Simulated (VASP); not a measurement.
A run of VASP 6.6.1:

INCAR

```
SYSTEM = MgS
ALGO = Normal
EDIFF = 1E-8
ENCUT = 600
GGA = PE
IBRION = 6
ISIF = 3
ISMEAR = 0
LASPH = .TRUE.
LCHARG = .FALSE.
LREAL = .FALSE.
LWAVE = .FALSE.
NELM = 60
NFREE = 2
NSW = 1
POTIM = 0.015
PREC = Accurate
SIGMA = 0.01
```

File KPOINTS:

```
k-points
0
G
  6 6 2
  0 0 0
```

Contents of POSCAR:

```
MgS
1.0
    4.0405200759      0.0000000000      0.0000000000
   -2.0202600379      3.4991930302      0.0000000000
    0.0000000000      0.0000000000     13.0800279451
Mg S
4 4
Direct
    0.0000000000      0.0000000000      0.0948572732
    0.0000000000      0.0000000000      0.5948572732
    0.3333333333      0.6666666667      0.3439525086
    0.6666666667      0.3333333333      0.8439525086
    0.0000000000      0.0000000000      0.4057262008
    0.0000000000      0.0000000000      0.9057262008
    0.3333333333      0.6666666667      0.1554640174
    0.6666666667      0.3333333333      0.6554640174
```

Potentials or basis: VASP PAW PBE potentials, release 64 (Mg, S).

The run is started by

```bash
$ cat potpaw_PBE.64/Mg/POTCAR potpaw_PBE.64/S/POTCAR > POTCAR
$ mpirun -np 1 vasp_std > vasp.out
```

Hardware: 1 thread of Oxide Virtual Turin-like Processor (shared host).

**Question.** Estimate the wall time of this run.

**Answer.** Wall time 37 min on 1 thread of Oxide Virtual Turin-like Processor, on a shared host, peak memory 0.57 GiB. Counts: scf iterations 394, k points 14.
